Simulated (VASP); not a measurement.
# W2O (antifluorite type) (Fm-3m) in VASP: single point with PBE

Aim: the single point of W2O (antifluorite type) with PBE.

Everything below comes from runs of VASP 6.6.1. Logs are shortened: lines on timing, memory, paths and dates and some standing lists are left out, and cuts for length are marked.

### Step 1. The cell of the first run

It takes space group Fm-3m (No. 225, cubic). The conventional cell has a = 5.581 Å, b = 5.581 Å, c = 5.581 Å, α = 90.00°, β = 90.00°, γ = 90.00°. W (site symmetry -43m) has 4 O at 2.42 Å and 6 W at 2.79 Å within 3.2 Å. Within 3.2 Å of O (site symmetry m-3m) lie 8 W at 2.42 Å.

### Step 2. Single point, PBE

Input file INCAR:

```
PREC     = Accurate       # precision mode
ENCUT    = 520            # plane-wave cutoff, eV
EDIFF    = 1E-6           # SCF threshold, eV
ISMEAR   = -1             # smearing method
SIGMA    = 0.06122561905347299 # smearing width, eV
LREAL    = False          # projectors in reciprocal space
LASPH    = True           # aspherical terms in the spheres
NELM     = 60             # most SCF steps
ALGO     = Normal         # electronic algorithm
ISIF     = 2              # what is computed and relaxed
LWAVE    = False          # write WAVECAR
LCHARG   = False          # write CHGCAR
GGA      = PE             # functional
NBANDS   = 24             # bands
```

Input file KPOINTS:

```
regular mesh
0
Gamma
  34 34 34
```

Input file POSCAR:

```
W2O
1.0
    0.0000000000      2.7904763666      2.7904763666
    2.7904763666      0.0000000000      2.7904763666
    2.7904763666      2.7904763666      0.0000000000
W O
2 1
Direct
    0.2500000000      0.2500000000      0.2500000000
    0.7500000000      0.7500000000      0.7500000000
    0.0000000000      0.0000000000      0.0000000000
```

Potentials or basis: VASP PAW PBE potentials, release 64 (W_sv, O).

On the command line:

```sh
$ cat potpaw_PBE.64/W_sv/POTCAR potpaw_PBE.64/O/POTCAR > POTCAR
$ mpirun -np 1 vasp_std > vasp.out
```

OUTCAR:

```text
PREC = Accurate
   ENCUT = 520
   EDIFF = 1E-6
   ISMEAR = -1
   LREAL = False
   LASPH = True
   NELM = 60
   ISIF = 2
   GGA = PE

 ion  position               nearest neighbor table
   1  0.250  0.250  0.250-   3 2.42   3 2.42   3 2.42   3 2.42   2 2.79   2 2.79   2 2.79   2 2.79
                             2 2.79   2 2.79
   2  0.750  0.750  0.750-   3 2.42   3 2.42   3 2.42   3 2.42   1 2.79   1 2.79   1 2.79   1 2.79
                             1 2.79   1 2.79
   3  0.000  0.000  0.000-   2 2.42   2 2.42   2 2.42   1 2.42   2 2.42   1 2.42   1 2.42   1 2.42

  LATTYP: Found a face centered cubic cell.
 ALAT       =     5.5809527332

  Lattice vectors:

 A1 = (   0.0000000000,   2.7904763666,   2.7904763666)
 A2 = (   2.7904763666,   0.0000000000,   2.7904763666)
 A3 = (   2.7904763666,   2.7904763666,   0.0000000000)

Analysis of symmetry for initial positions (statically):
=====================================================================
 Subroutine PRICEL returns:
 Original cell was already a primitive cell.

 Routine SETGRP: Setting up the symmetry group for a
 face centered cubic supercell.

 Subroutine GETGRP returns: Found 48 space group operations
 (whereof 48 operations were pure point group operations)
 out of a pool of 48 trial point group operations.

The static configuration has the point symmetry O_h .

Analysis of symmetry for dynamics (positions and initial velocities):
=====================================================================
 Subroutine PRICEL returns:
 Original cell was already a primitive cell.

 Routine SETGRP: Setting up the symmetry group for a
 face centered cubic supercell.

 Subroutine GETGRP returns: Found 48 space group operations
 (whereof 48 operations were pure point group operations)
 out of a pool of 48 trial point group operations.

The dynamic configuration has the point symmetry O_h .

 Subroutine INISYM returns: Found 48 space group operations
 (whereof 48 operations are pure point group operations),
 and found     1 'primitive' translations

----------------------------------------------------------------------------------------

                                     Primitive cell

  volume of cell :      43.4575

  direct lattice vectors                    reciprocal lattice vectors
     0.000000000  2.790476367  2.790476367    -0.179180876  0.179180876  0.179180876
     2.790476367  0.000000000  2.790476367     0.179180876 -0.179180876  0.179180876
     2.790476367  2.790476367  0.000000000     0.179180876  0.179180876 -0.179180876

  length of vectors
     3.946329523  3.946329523  3.946329523     0.310350381  0.310350381  0.310350381

  position of ions in fractional coordinates (direct lattice)
     0.250000000  0.250000000  0.250000000
     0.750000000  0.750000000  0.750000000
     0.000000000  0.000000000  0.000000000

  ion indices of the primitive-cell ions
   primitive index   ion index
                 1           1
                 2           2
                 3           3

----------------------------------------------------------------------------------------

 KPOINTS: regular mesh

Automatic generation of k-mesh.
 Grid dimensions read from file:
 generate k-points for:   34   34   34

 Generating k-lattice:

  Cartesian coordinates                     Fractional coordinates (reciprocal lattice)
    -0.005270026  0.005270026  0.005270026     0.029411765  0.000000000  0.000000000
     0.005270026 -0.005270026  0.005270026     0.000000000  0.029411765  0.000000000
     0.005270026  0.005270026 -0.005270026     0.000000000  0.000000000  0.029411765

  Length of vectors
     0.009127952  0.009127952  0.009127952

  Shift w.r.t. Gamma in fractional coordinates (k-lattice)
     0.000000000  0.000000000  0.000000000

 Subroutine IBZKPT returns following result:
 ===========================================

 Found   1059 irreducible k-points:

 Following reciprocal coordinates:
            Coordinates               Weight
  0.000000  0.000000  0.000000      1.000000
  0.029412  0.000000  0.000000      8.000000
  0.058824  0.000000  0.000000      8.000000
  0.088235  0.000000  0.000000      8.000000
  0.117647  0.000000  0.000000      8.000000
  0.147059  0.000000  0.000000      8.000000
[... 16 lines left out ...]
  0.147059  0.029412  0.000000     24.000000
  0.176471  0.029412  0.000000     24.000000
 [... further k-points ...]
   k-points           NKPTS =   1059   k-points in BZ     NKDIM =   1059   number of bands    NBANDS=     24
   number of dos      NEDOS =    301   number of ions     NIONS =      3
   total plane-waves  NPLWV =  27000
   dimension x,y,z NGX =    30 NGY =   30 NGZ =   30
   dimension x,y,z NGXF=    60 NGYF=   60 NGZF=   60
   ions per type =               2   1
   NGX,Y,Z   is equivalent  to a cutoff of  12.64, 12.64, 12.64 a.u.
   NGXF,Y,Z  is equivalent  to a cutoff of  25.28, 25.28, 25.28 a.u.
 SYSTEM =  unknown system
   PREC   = accura    normal or accurate (medium, high low for compatibility)
   ISTART =      0    job   : 0-new  1-cont  2-samecut
   ICHARG =      2    charge: 1-file 2-atom 10-const
   ISPIN  =      1    spin polarized calculation?
   LNONCOLLINEAR =      F non collinear calculations
   LSORBIT =      F    spin-orbit coupling
   LASPH  =      T    aspherical Exc in radial PAW
   ENCUT  =  520.0 eV  38.22 Ry    6.18 a.u.   7.34  7.34  7.34*2*pi/ulx,y,z
   NELM   =     60;   NELMIN=  2; NELMDL= -5     # of ELM steps
   EDIFF  = 0.1E-05   stopping-criterion for ELM
   LREAL  =      F    real-space projection
   EDIFFG = 0.1E-04   stopping-criterion for IOM
   NSW    =      0    number of steps for IOM
   IBRION =     -1    ionic relax: 0-MD 1-quasi-New 2-CG
   NFREE  =      0    steps in history (QN), initial steepest desc. (CG)
   ISIF   =      2    stress and relaxation
   ISYM   =      2    0-nonsym 1-usesym 2-fastsym
   POTIM  = 0.5000    time-step for ionic-motion
   TEBEG  =    0.0;   TEEND  =   0.0 temperature during run
   PSTRESS=    0.0 pullay stress
   NELECT =      34.0000    total number of electrons
   NUPDOWN=      -1.0000    fix difference up-down
   EMIN   =  10.00;   EMAX   =-10.00  energy-range for DOS
   EFERMI =   0.00;   METHOD = LEGACY
   ISMEAR =    -1;   SIGMA  =   0.06  broadening in eV -4-tet -1-fermi 0-gaus
   EFERMI_NEDOS =   21; number of points for ismear=-14 and -15
   IALGO  =     38    algorithm
   IMIX   =      4    mixing-type and parameters
     AMIX     =   0.40;   BMIX     =  1.00
     AMIX_MAG =   1.60;   BMIX_MAG =  1.00
  volume/ion in A,a.u.               =      14.49        97.76
  Fermi-wavevector in a.u.,A,eV,Ry     =   1.508503  2.850657 30.961155  2.275581
  Thomas-Fermi vector in A             =   2.618948
   LORBIT       =      0    0 simple, 1 ext, 2 COOP (PROOUT), +10 PAW based schemes
   GGA     = PE    functional components
   LHFCALC =     F    Hartree Fock is set to
   AEXX    =    0.0000 exact exchange contribution
   IVDW    =     0    specifies the selected vdW correction
   LEPSILON=     F    determine dielectric tensor
   LRPA    =     F    only Hartree local field effects (RPA)
 non-spin polarized calculation
  energy-cutoff  :      520.00
  volume of cell :       43.46
 maximum number of plane-waves:      1212
 NGX is ok and might be reduce to    30
   NGX = 15   NGY = 15   NGZ = 15

 number of electron      34.0000003 magnetization

 Free energy of the ion-electron system (eV)
  ---------------------------------------------------
  ext. energy  EPLUGINS =         0.00000000
  ---------------------------------------------------
  free energy    TOTEN  =       -27.59434150 eV

  energy without entropy =      -27.54000763  energy(sigma->0) =      -27.56717456

 E-fermi :   9.4430     XC(G=0): -12.6947

 val. band max:        9.4429149918   @ k =   0.1765   0.1471   0.0000
 cond. band min:       9.4437040155   @ k =  -0.2353   0.0588   0.0000
 fundamental gap:      0.0007890237
 Fermi energy:         9.4430162601

 k-point     1 :       0.0000    0.0000    0.0000
  band No.  band energies     occupation
      1     -65.2412      2.00000
      2     -65.1024      2.00000
      3     -29.6439      2.00000
      4     -29.6439      2.00000
      5     -29.6439      2.00000
      6     -29.0769      2.00000
[... 16 lines left out ...]
     23      14.8633      0.00000
     24      17.6417      0.00000

 k-point     2 :       0.0294    0.0000    0.0000
  band No.  band energies     occupation
      1     -65.2410      2.00000
      2     -65.1027      2.00000
      3     -29.6430      2.00000
      4     -29.6428      2.00000
      5     -29.6428      2.00000
      6     -29.0785      2.00000
[... 16 lines left out ...]
     23      14.7693      0.00000
     24      17.5482      0.00000

 k-point     3 :       0.0588    0.0000    0.0000
  band No.  band energies     occupation
      1     -65.2401      2.00000
      2     -65.1035      2.00000
      3     -29.6404      2.00000
      4     -29.6395      2.00000
      5     -29.6395      2.00000
      6     -29.0835      2.00000
[... 16 lines left out ...]
     23      14.5198      0.00000
     24      17.2839      0.00000

 k-point     4 :       0.0882    0.0000    0.0000
  band No.  band energies     occupation
      1     -65.2386      2.00000
      2     -65.1050      2.00000
      3     -29.6360      2.00000
      4     -29.6340      2.00000
      5     -29.6340      2.00000
      6     -29.0918      2.00000
[... 16 lines left out ...]
     23      14.1746      0.00000
     24      16.8894      0.00000

 k-point     5 :       0.1176    0.0000    0.0000
  band No.  band energies     occupation
      1     -65.2365      2.00000
      2     -65.1069      2.00000
      3     -29.6299      2.00000
      4     -29.6265      2.00000
      5     -29.6265      2.00000
      6     -29.1032      2.00000
[... 451 lines left out ...]
 k-point    22 :       0.1176    0.0294    0.0000
  band No.  band energies     occupation
      1     -65.2370      2.00000
      2     -65.1065      2.00000
      3     -29.6386      2.00000
      4     -29.6372      2.00000
      5     -29.6122      2.00000
      6     -29.1170      2.00000
[... 16 lines left out ...]
     23      14.1633      0.00000
     24      16.6525      0.00000

 k-point    23 :       0.1471    0.0294    0.0000
  band No.  band energies     occupation
      1     -65.2346      2.00000
      2     -65.1088      2.00000
      3     -29.6329      2.00000
      4     -29.6304      2.00000
      5     -29.5997      2.00000
      6     -29.1333      2.00000
[... 16 lines left out ...]
     23      13.7652      0.00000
     24      16.1488      0.00000

 k-point    24 :       0.1765    0.0294    0.0000
  band No.  band energies     occupation
      1     -65.2316      2.00000
      2     -65.1117      2.00000
      3     -29.6253      2.00000
      4     -29.6214      2.00000
      5     -29.5854      2.00000
      6     -29.1518      2.00000
[... 16 lines left out ...]
     23      13.3457      0.00000
     24      15.6342      0.00000

 [... further k-points ...]

------------------------ aborting loop because EDIFF is reached ----------------------------------------

  FORCE on cell =-STRESS in cart. coord.  units (eV):
  Direction    XX          YY          ZZ          XY          YZ          ZX
  --------------------------------------------------------------------------------------
  -------------------------------------------------------------------------------------
  Total       -1.9747287     -1.9747287     -1.9747287     -0.0000000      0.0000000     -0.0000000
  in kB      -72.8036195    -72.8036195    -72.8036195     -0.0000000      0.0000000     -0.0000000
  external PRESSURE =     -72.8036195 kB  Pullay stress =       0.0000000 kB

 VOLUME and BASIS-vectors are now :
 -----------------------------------------------------------------------------
  energy-cutoff  :      520.00
  volume of cell :       43.46
      direct lattice vectors                 reciprocal lattice vectors
     0.000000000  2.790476367  2.790476367    -0.179180876  0.179180876  0.179180876
     2.790476367  0.000000000  2.790476367     0.179180876 -0.179180876  0.179180876
     2.790476367  2.790476367  0.000000000     0.179180876  0.179180876 -0.179180876

 POSITION                                       TOTAL-FORCE (eV/Angst)
 -----------------------------------------------------------------------------------
      1.39524      1.39524      1.39524        -0.000000     -0.000000     -0.000000
      4.18571      4.18571      4.18571         0.000000      0.000000      0.000000
      0.00000      0.00000      0.00000         0.000000     -0.000000     -0.000000
 -----------------------------------------------------------------------------------
    total drift:                               -0.000000      0.000000      0.000000

  FREE ENERGIE OF THE ION-ELECTRON SYSTEM (eV)
  ---------------------------------------------------
  free  energy   TOTEN  =       -27.5943415033 eV

  energy  without entropy=      -27.5400076257  energy(sigma->0) =      -27.56717456
```

It took 18 min on 1 thread of Oxide Virtual Turin-like, shared host; peak memory 0.9 GiB.

What came out:

* Free energy: -27.5943 eV
* Pressure: -7.3 GPa
* Band gap on the k mesh: zero (bands 17 and 18 overlap by 1.12 eV)

Levels at points of the mesh, in eV from the Fermi level:
```tsv
k point	band 14	band 15	band 16	band 17	band 18	band 19	band 20	band 21
(0.00, 0.00, 0.00)	-4.24	-4.24	0.37	0.37	0.37	3.00	3.00	3.00
(0.50, 0.00, 0.00)	-1.72	-1.72	-0.65	-0.53	-0.53	-0.13	-0.13	0.76
(0.50, 0.50, 0.00)	-3.38	-3.36	-0.30	0.58	0.58	0.74	0.74	2.85
```

Caveat: the cell stands under tension; spin-orbit coupling is left out, which moves the levels of the heavy elements.
